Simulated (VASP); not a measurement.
Input of a VASP 6.6.1 run:

File INCAR:

```
SYSTEM = Cu2O
ALGO = Normal
EDIFF = 1E-7
EDIFFG = -0.02
ENCUT = 520
GGA = PE
GGA_COMPAT = .FALSE.
IBRION = 2
ISIF = 2
ISMEAR = -1
LASPH = .TRUE.
LCHARG = .FALSE.
LREAL = .FALSE.
LWAVE = .FALSE.
NELM = 120
NELMIN = 4
NSW = 80
PREC = Accurate
SIGMA = 0.02
```

KPOINTS

```
k-points
0
G
  7 7 7
  0 0 0
```

Contents of POSCAR:

```
Cu2O
1.0
    4.2967690358      0.0000000000      0.0000000000
    0.0000000000      4.2967690358      0.0000000000
    0.0000000000      0.0000000000      4.2967690358
Cu O
4 2
Direct
    0.2500000000      0.2500000000      0.2500000000
    0.2500000000      0.7500000000      0.7500000000
    0.7500000000      0.7500000000      0.2500000000
    0.7500000000      0.2500000000      0.7500000000
    0.0000000000      0.0000000000      0.0000000000
    0.5000000000      0.5000000000      0.5000000000
```

Potentials or basis: VASP PAW PBE potentials, release 64 (Cu, O).

Launch:

```sh
$ cat potpaw_PBE.64/Cu/POTCAR potpaw_PBE.64/O/POTCAR > POTCAR
$ mpirun -np 1 vasp_std > vasp.out
```

Question: Predict the band gap on the k mesh.

Answer: 0.48 eV.

Final structure:
```yaml
crystal:
  lattice:
    - [4.29677, 0.00000, 0.00000]
    - [0.00000, 4.29677, 0.00000]
    - [0.00000, 0.00000, 4.29677]
  atoms:
    - { symbol: Cu, position: [0.25000, 0.25000, 0.25000] }
    - { symbol: Cu, position: [0.25000, 0.75000, 0.75000] }
    - { symbol: Cu, position: [0.75000, 0.75000, 0.25000] }
    - { symbol: Cu, position: [0.75000, 0.25000, 0.75000] }
    - { symbol: O, position: [0.00000, 0.00000, 0.00000] }
    - { symbol: O, position: [0.50000, 0.50000, 0.50000] }
```

Caveat: the relaxation stopped at its first step, so nothing moved; an odd mesh through Γ misses points on the zone boundary, where band edges can lie.
